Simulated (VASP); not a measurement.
# Bi: single point with PBE

Bi:

```
Bi
1.0
    -1.98143    1.98143    1.98143
     1.98143   -1.98143    1.98143
     1.98143    1.98143   -1.98143
Bi
1
Direct
  0.00000 0.00000 0.00000
```

```json
{
  "Program": "VASP 6.6.1",
  "Task": "single point",
  "Functional": "PBE",
  "Potentials or basis": "VASP PAW PBE potentials, release 64 (Bi_d)",
  "Cutoff": "520 eV",
  "k mesh": "9 × 9 × 9",
  "Occupations": "gaussian, width 0.023 eV",
  "Spin": "no spin polarisation"
}
```

```yaml
Pressure: 0.8 GPa
```

Levels at points of the mesh, in eV from the Fermi level:
```tsv
k point	band 4	band 5	band 6	band 7	band 8	band 9	band 10	band 11
(0.00, 0.00, 0.00)	-22.92	-22.92	-13.53	5.11	5.11	5.11	9.12	10.46
```

Wall time 12 s on 1 thread of Intel(R) Xeon(R) Platinum 8259CL CPU @ 2.50GHz (Skylake/Cascade Lake) (shared host), peak memory 0.16 GiB.

Caveat: spin-orbit coupling is left out, which moves the levels of the heavy elements.
